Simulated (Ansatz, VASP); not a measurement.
**Zr: VASP beside Ansatz**

INCAR

```
ALGO     = Normal         # electronic algorithm
EDIFF    = 1E-7           # SCF threshold, eV
ENCUT    = 520            # plane-wave cutoff, eV
GGA      = PE             # functional
ISIF     = 2              # what is computed and relaxed
ISMEAR   = -1             # smearing method
LASPH    = True           # aspherical terms in the spheres
LCHARG   = False          # write CHGCAR
LREAL    = False          # projectors in reciprocal space
LWAVE    = False          # write WAVECAR
NBANDS   = 19             # bands
NELM     = 60             # most SCF steps
PREC     = Accurate       # precision mode
SIGMA    = 0.1            # smearing width, eV
```

KPOINTS

```
k-points
0
Gamma
  10 10 10
```

POSCAR

```
Zr
1.0
    0.0000000000      3.1443159116      3.1443159116
    3.1443159116      0.0000000000      3.1443159116
    3.1443159116      3.1443159116      0.0000000000
Zr
2
Direct
    0.1250000000      0.1250000000      0.1250000000
    0.8750000000      0.8750000000      0.8750000000
```

Input for Ansatz:

```yaml
crystal:
  lattice:
    - [0.0, 3.1443159116, 3.1443159116]
    - [3.1443159116, 0.0, 3.1443159116]
    - [3.1443159116, 3.1443159116, 0.0]
  atoms:
    - { symbol: Zr, position: [0.125, 0.125, 0.125] }
    - { symbol: Zr, position: [0.875, 0.875, 0.875] }
hamiltonian:
  xc: pbe
  pseudopotentials:
    kind: paw
    azcp:
      Zr: "pseudopotentials/Zr.paw.azcp"
basis:
  ecutwfc: 420
  fft_grid_basis: typed
kpoints:
  mp_grid: { grid: [10, 10, 10], shift: [0, 0, 0] }
magnetization:
  spin_polarized: false
scf:
  occupations: { method: fermi_dirac, width: 0.1 }
  lower_state_search: "off"
output:
  stress: true
```

Alike in both runs: task single point; functional PBE; k mesh 10 × 10 × 10; occupations fermi-dirac, width 0.1 eV; no spin polarisation.

|  | VASP | Ansatz |
| --- | --- | --- |
| version | VASP 6.6.1 | Ansatz 0.2.0 |
| potentials or method | VASP PAW PBE potentials, release 64 (Zr_sv), cutoff 520 eV | plane waves (420 eV) with PAW, scalar-relativistic |
| valence electrons in the cell | 24 | 24 |

VASP gave:

```
pressure (GPa) : 0.1
```

Problem. Which values does Ansatz return?

Solution. Pressure (GPa): 0.0.
